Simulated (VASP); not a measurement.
Wanted: the native input for a VASP 6.6.1 run.

| Property | Result |
| --- | --- |
| Task | single point |
| Functional | PBE |
| Potentials or basis | VASP PAW PBE potentials, release 64 (Os) |
| Cutoff | 600 eV |
| k mesh | 18 × 18 × 10 |
| Occupations | fermi-dirac, width 0.15 eV |
| Spin | no spin polarisation |
| Dipole correction | no |
| Further INCAR settings | ALGO = Normal; EDIFF = 1e-06; NBANDS = 15 |

The structure of Os lies in POSCAR:

```
Os
1.0
    2.7544100470      0.0000000000      0.0000000000
   -1.3772050235      2.3853890731      0.0000000000
    0.0000000000      0.0000000000      4.3491875722
Os
2
Direct
    0.3333333333      0.6666666667      0.2500000000
    0.6666666667      0.3333333333      0.7500000000
```

The input as run:

INCAR

```
SYSTEM = Os
PREC = Accurate
ENCUT = 600
EDIFF = 1E-6
ISMEAR = -1
SIGMA = 0.15
LREAL = .FALSE.
LASPH = .TRUE.
NELM = 120
ALGO = Normal
ISIF = 2
LWAVE = .FALSE.
LCHARG = .FALSE.
GGA = PE
NBANDS = 15
GGA_COMPAT = .FALSE.
```

KPOINTS

```
Automatic mesh
0
G
  18 18 10
  0 0 0
```

Potentials or basis: VASP PAW PBE potentials, release 64 (Os).

Run with:

```bash
$ cat potpaw_PBE.64/Os/POTCAR > POTCAR
$ mpirun -np 1 vasp_std > vasp.out
```

Results of the run:

* Pressure: 0.0 GPa
* Band gap on the k mesh: zero (bands 8 and 9 overlap by 3.79 eV)

Caveat: spin-orbit coupling is left out, which moves the levels of the heavy elements.

Run time: 79 s on 1 thread of Intel Xeon 8259CL, with other jobs on the host, peak memory 0.23 GiB.
